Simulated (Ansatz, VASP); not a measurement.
## One calculation of K2TaO3, two programs

```
K Ta O
1.0
     3.76522    0.00000    0.00000
     0.00000    3.76522    0.00000
     0.00000    0.00000   10.29326
K Ta O
2 1 3
Direct
  0.00000 0.50000 0.34686
  0.50000 0.00000 0.65314
  0.00000 0.00000 0.00000
  0.50000 0.50000 0.50000
  0.00000 0.50000 0.95370
  0.50000 0.00000 0.04630
```

Alike in both runs: functional PBE; k mesh 10 × 10 × 4; occupations gaussian, width 0.1 eV; collinear spin.

Ansatz relaxed the structure, and its values are those at the end. VASP's run is a single point on that final structure, the one shown.

```csv
,VASP,Ansatz
version,VASP 6.6.1,Ansatz 0.2.0
potentials or method,"VASP PAW PBE potentials, release 64 (K_sv, Ta_pv, O), cutoff 520 eV","scalar-relativistic, plane waves, PAW"
valence electrons in the cell,47,49
```

|  | VASP | Ansatz | Ansatz less VASP |
| --- | --- | --- | --- |
| gap on the k mesh at the Fermi level (eV) | none | none | - |
| pressure (GPa) | 0.2 | 0.0 | -0.19 |
| rms of the force components (eV/Å) | 0.039 | 0.000 | -0.0392 |
| net moment per atom (μB) | 0.01 | 0.17 | +0.155 |
| size of the moment on the site where the two differ most (μB) | 0.06 | 0.42 | +0.363 |

The net moments are unlike, so the other rows may belong to different states. Site moments also hang on the region over which each program counts them. A gap of «none» marks a metal or a gap that the smearing closes. VASP's potentials hold 47 valence electrons a cell and Ansatz's 49, so a difference there can come from the potentials and not from the codes.

Spin-orbit coupling is off throughout.
